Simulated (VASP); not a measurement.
# BeS (I-4m2) in VASP: notebook

The runs below take BeS through single point, with PBEsol.

Everything below comes from runs of VASP 6.6.1. Logs are shortened: lines on timing, memory, paths and dates and some standing lists are left out, and cuts for length are marked.

## 1. The cell of the first run

The structure is tetragonal, space group I-4m2 (No. 119). The conventional cell has a = 3.438 Å, b = 3.438 Å, c = 4.818 Å, α = 90.00°, β = 90.00°, γ = 90.00°. Within 2.8 Å of Be (site symmetry -4m2) lie 4 S at 2.10 Å. S (site symmetry -4m2) has 4 Be at 2.10 Å within 2.8 Å.

## 2. Single point, PBEsol (film at in-plane strain +0.005)

The input, INCAR:

```
SYSTEM = BeS
ALGO = Normal
EDIFF = 1E-6
ENCUT = 520
GGA = PS
ISIF = 2
ISMEAR = 0
LASPH = .TRUE.
LCHARG = .FALSE.
LREAL = .FALSE.
LWAVE = .FALSE.
NBANDS = 11
NELM = 80
PREC = Accurate
SIGMA = 0.01
```

The input, KPOINTS:

```
k-points
0
G
  8 8 8
  0 0 0
```

The input, POSCAR:

```
BeS
1.0
    2.4310593666      2.4310593666      0.0000000000
   -2.4310593666      2.4310593666      0.0000000000
    0.0000000000      2.4310593666      2.4091502228
Be S
1 1
Direct
    0.0000000000      0.0000000000      0.0000000000
    0.7500000000      0.2500000000      0.5000000000
```

Potentials or basis: VASP PAW PBE potentials, release 64 (Be, S).

Started as:

```
cat potpaw_PBE.64/Be/POTCAR potpaw_PBE.64/S/POTCAR > POTCAR
mpirun -np 1 vasp_std > vasp.out
```

OUTCAR:

```text
SYSTEM = BeS
   EDIFF = 1E-6
   ENCUT = 520
   GGA = PS
   ISIF = 2
   ISMEAR = 0
   LASPH = .TRUE.
   LREAL = .FALSE.
   NELM = 80
   PREC = Accurate

 ion  position               nearest neighbor table
   1  0.000  0.000  0.000-   2 2.10   2 2.10   2 2.10   2 2.10
   2  0.750  0.250  0.500-   1 2.10   1 2.10   1 2.10   1 2.10

  LATTYP: Found a body centered tetragonal cell.
 ALAT       =     3.4380371272
 C/A-ratio  =     1.4014684157

  Lattice vectors:

 A1 = (   2.4310593666,   0.0000000000,  -2.4091502228)
 A2 = (  -2.4310593666,   0.0000000000,  -2.4091502228)
 A3 = (   0.0000000000,   2.4310593666,   2.4091502228)

Analysis of symmetry for initial positions (statically):
=====================================================================
 Subroutine PRICEL returns:
 Original cell was already a primitive cell.

 Routine SETGRP: Setting up the symmetry group for a
 body centered tetragonal supercell.

 Subroutine GETGRP returns: Found  8 space group operations
 (whereof  8 operations were pure point group operations)
 out of a pool of 16 trial point group operations.

The static configuration has the point symmetry D_2d.

Analysis of symmetry for dynamics (positions and initial velocities):
=====================================================================
 Subroutine PRICEL returns:
 Original cell was already a primitive cell.

 Routine SETGRP: Setting up the symmetry group for a
 body centered tetragonal supercell.

 Subroutine GETGRP returns: Found  8 space group operations
 (whereof  8 operations were pure point group operations)
 out of a pool of 16 trial point group operations.

The dynamic configuration has the point symmetry D_2d.

 Subroutine INISYM returns: Found  8 space group operations
 (whereof  8 operations are pure point group operations),
 and found     1 'primitive' translations

----------------------------------------------------------------------------------------

                                     Primitive cell

  volume of cell :      28.4764

  direct lattice vectors                    reciprocal lattice vectors
     2.431059367  2.431059367  0.000000000     0.205671654  0.205671654 -0.207542060
    -2.431059367  2.431059367  0.000000000    -0.205671654  0.205671654 -0.207542060
     0.000000000  2.431059367  2.409150223     0.000000000  0.000000000  0.415084120

  length of vectors
     3.438037127  3.438037127  3.422580085     0.357316897  0.357316897  0.415084120

[... 83 lines left out ...]
   NSW    =      0    number of steps for IOM
   IBRION =     -1    ionic relax: 0-MD 1-quasi-New 2-CG
   NFREE  =      0    steps in history (QN), initial steepest desc. (CG)
   ISIF   =      2    stress and relaxation
   ISYM   =      2    0-nonsym 1-usesym 2-fastsym
   POTIM  = 0.5000    time-step for ionic-motion
   TEBEG  =    0.0;   TEEND  =   0.0 temperature during run
   PSTRESS=    0.0 pullay stress
   NELECT =       8.0000    total number of electrons
   NUPDOWN=      -1.0000    fix difference up-down
   EMIN   =  10.00;   EMAX   =-10.00  energy-range for DOS
   EFERMI =   0.00;   METHOD = LEGACY
   ISMEAR =     0;   SIGMA  =   0.01  broadening in eV -4-tet -1-fermi 0-gaus
   EFERMI_NEDOS =   21; number of points for ismear=-14 and -15
   IALGO  =     38    algorithm
   IMIX   =      4    mixing-type and parameters
     AMIX     =   0.40;   BMIX     =  1.00
     AMIX_MAG =   1.60;   BMIX_MAG =  1.00
  volume/ion in A,a.u.               =      14.24        96.08
  Fermi-wavevector in a.u.,A,eV,Ry     =   1.072202  2.026167 15.641482  1.149616
  Thomas-Fermi vector in A             =   2.207965
   LORBIT       =      0    0 simple, 1 ext, 2 COOP (PROOUT), +10 PAW based schemes
   GGA     = PS    functional components
   LHFCALC =     F    Hartree Fock is set to
   AEXX    =    0.0000 exact exchange contribution
   IVDW    =     0    specifies the selected vdW correction
   LEPSILON=     F    determine dielectric tensor
   LRPA    =     F    only Hartree local field effects (RPA)
 non-spin polarized calculation
 Gauss-broadening in eV      SIGMA  =   0.01
  energy-cutoff  :      520.00
  volume of cell :       28.48
 maximum number of plane-waves:       778
 NGX is ok and might be reduce to    28
   NGX = 13   NGY = 13   NGZ = 13

 number of electron       7.9999999 magnetization

 Free energy of the ion-electron system (eV)
  ---------------------------------------------------
  ext. energy  EPLUGINS =         0.00000000
  ---------------------------------------------------
  free energy    TOTEN  =       -10.56357358 eV

  energy without entropy =      -10.56357358  energy(sigma->0) =      -10.56357358

 E-fermi :   4.3021     XC(G=0):  -9.9076

 val. band max:        4.1922120170   @ k =   0.0000   0.0000   0.0000
 cond. band min:       7.0385961177   @ k =   0.0000   0.0000   0.5000
 fundamental gap:      2.8463841006
 Fermi energy:         4.3021347227

 k-point     1 :       0.0000    0.0000    0.0000
  band No.  band energies     occupation
      1      -9.5676      2.00000
      2       4.1449      2.00000
      3       4.1449      2.00000
      4       4.1922      2.00000
      5       9.7628      0.00000
      6       9.7745      0.00000
      7       9.7745      0.00000
      8       9.8796      0.00000
      9      16.8577      0.00000
     10      17.0568      0.00000
     11      18.8490      0.00000
[... 309 lines left out ...]
 k-point    24 :       0.3750    0.0000    0.1250
  band No.  band energies     occupation
      1      -8.5527      2.00000
      2       0.2063      2.00000
      3       2.3987      2.00000
      4       3.4862      2.00000
      5      10.1941      0.00000
      6      10.8893      0.00000
      7      11.0874      0.00000
      8      13.2926      0.00000
      9      15.0303      0.00000
     10      17.9713      0.00000
     11      19.1938      0.00000

 [... further k-points ...]
[... 5 lines left out ...]
  --------------------------------------------------------------------------------------
  -------------------------------------------------------------------------------------
  Total       -0.1217576     -0.1217576      0.0273257      0.0000000      0.0000000      0.0000000
  in kB       -6.8504910     -6.8504910      1.5374328      0.0000000      0.0000000      0.0000000
  external PRESSURE =      -4.0545164 kB  Pullay stress =       0.0000000 kB

 VOLUME and BASIS-vectors are now :
 -----------------------------------------------------------------------------
  energy-cutoff  :      520.00
  volume of cell :       28.48
      direct lattice vectors                 reciprocal lattice vectors
     2.431059367  2.431059367  0.000000000     0.205671654  0.205671654 -0.207542060
    -2.431059367  2.431059367  0.000000000    -0.205671654  0.205671654 -0.207542060
     0.000000000  2.431059367  2.409150223     0.000000000  0.000000000  0.415084120

 POSITION                                       TOTAL-FORCE (eV/Angst)
 -----------------------------------------------------------------------------------
      0.00000      0.00000      0.00000         0.000000     -0.000000      0.000000
      1.21553      3.64659      1.20458        -0.000000      0.000000      0.000000
 -----------------------------------------------------------------------------------
    total drift:                               -0.000000      0.000000     -0.000000

  FREE ENERGIE OF THE ION-ELECTRON SYSTEM (eV)
  ---------------------------------------------------
  free  energy   TOTEN  =       -10.5635735793 eV

  energy  without entropy=      -10.5635735793  energy(sigma->0) =      -10.56357358
```

OSZICAR:

```text
N       E                     dE             d eps       ncg     rms          rms(c)
DAV:   1     0.197785383669E+02    0.19779E+02   -0.37848E+03  1298   0.618E+02
DAV:   2    -0.949143258536E+01   -0.29270E+02   -0.27808E+02  1691   0.116E+02
DAV:   3    -0.107423749993E+02   -0.12509E+01   -0.12486E+01  1667   0.241E+01
DAV:   4    -0.107501127464E+02   -0.77377E-02   -0.77360E-02  1596   0.220E+00
DAV:   5    -0.107501776680E+02   -0.64922E-04   -0.64920E-04  1711   0.201E-01    0.536E+00
DAV:   6    -0.106114124477E+02    0.13877E+00   -0.10975E-01  1486   0.153E+00    0.353E+00
DAV:   7    -0.105632580647E+02    0.48154E-01   -0.10930E-01  1575   0.164E+00    0.801E-01
DAV:   8    -0.105635186362E+02   -0.26057E-03   -0.55741E-03  1677   0.398E-01    0.139E-01
DAV:   9    -0.105635618393E+02   -0.43203E-04   -0.32515E-04  1589   0.117E-01    0.413E-02
DAV:  10    -0.105635702245E+02   -0.83851E-05   -0.34431E-05  1734   0.288E-02    0.110E-02
DAV:  11    -0.105635734383E+02   -0.32138E-05   -0.77710E-06  1523   0.155E-02    0.583E-03
DAV:  12    -0.105635735793E+02   -0.14106E-06   -0.18283E-07   926   0.311E-03
   1 F= -.10563574E+02 E0= -.10563574E+02  d E =-.368424E-57
```

Run time: 20 s. Hardware: 1 thread of AMD EPYC 7R43 (Zen 3), shared host; peak memory 0.12 GiB.

What came out:

| Item | Value |
| --- | --- |
| Free energy | -10.5636 eV |
| Pressure | -0.4 GPa |
| Band gap on the k mesh | 2.85 eV, indirect (least direct gap 5.57 eV) |

Caveat: the cell differs from its parent crystal (film at in-plane strain +0.005); the PAW data sets were made with another functional, which shifts forces and pressure a little.

## 3. Single point, PBEsol (in-plane strain +0.01, then relaxed in part)

The input, INCAR:

```
SYSTEM = BeS
  ALGO = Normal
  EDIFF = 1E-7
  ENCUT = 520
  GGA = PS
  ISIF = 2
  ISMEAR = 0
  LASPH = .True.
  LCHARG = .False.
  LREAL = .False.
  LWAVE = .False.
  NBANDS = 11
  NELM = 60
  PREC = Accurate
  SIGMA = 0.01
```

The input, KPOINTS:

```
k-points
0
Gamma
  8 8 8
  0 0 0
```

The input, POSCAR:

```
BeS
1.0
    2.4431541893      2.4431541893      0.0000000000
   -2.4431541893      2.4431541893      0.0000000000
    0.0000000000      2.4431541893      2.3991281815
Be S
1 1
Direct
    0.0000000000      0.0000000000      0.0000000000
    0.7500000000      0.2500000000      0.5000000000
```

Potentials or basis: VASP PAW PBE potentials, release 64 (Be, S).

Started as:

```
cat potpaw_PBE.64/Be/POTCAR potpaw_PBE.64/S/POTCAR > POTCAR
mpirun -np 1 vasp_std > vasp.out
```

Wall time 25 s (1 thread of AMD EPYC 7R43 (Zen 3), shared host); peak memory 0.12 GiB.

Results (log left out):

- Free energy: -10.5616 eV
- Pressure: -1.0 GPa
- Band gap on the k mesh: 2.78 eV, indirect (least direct gap 5.54 eV)

Stress tensor (GPa, compression positive):
```
-1.51  0.00  0.00
 0.00 -1.51  0.00
 0.00  0.00  0.14
```

Levels at points of the mesh, in eV from the valence-band top:
| k point | band 1 | band 2 | band 3 | band 4 | band 5 | band 6 | band 7 | band 8 | band 9 |
| --- | --- | --- | --- | --- | --- | --- | --- | --- | --- |
| (0.00, 0.00, 0.00) | -13.75 | -0.09 | -0.09 | 0.00 | 5.54 | 5.56 | 5.56 | 5.61 | 12.52 |
| (0.50, 0.00, 0.00) | -12.13 | -5.90 | -1.18 | -1.02 | 5.28 | 6.34 | 6.53 | 10.90 | 14.68 |
| (0.50, 0.50, 0.00) | -11.61 | -5.15 | -2.69 | -2.66 | 2.92 | 4.81 | 12.60 | 12.67 | 15.20 |
| (0.00, 0.00, 0.50) | -11.53 | -5.03 | -2.82 | -2.82 | 2.78 | 4.64 | 12.65 | 12.65 | 15.43 |

Caveat: the cell differs from its parent crystal (in-plane strain +0.01, then relaxed in part); the PAW data sets were made with another functional, which shifts forces and pressure a little. A k mesh can miss the band edges.
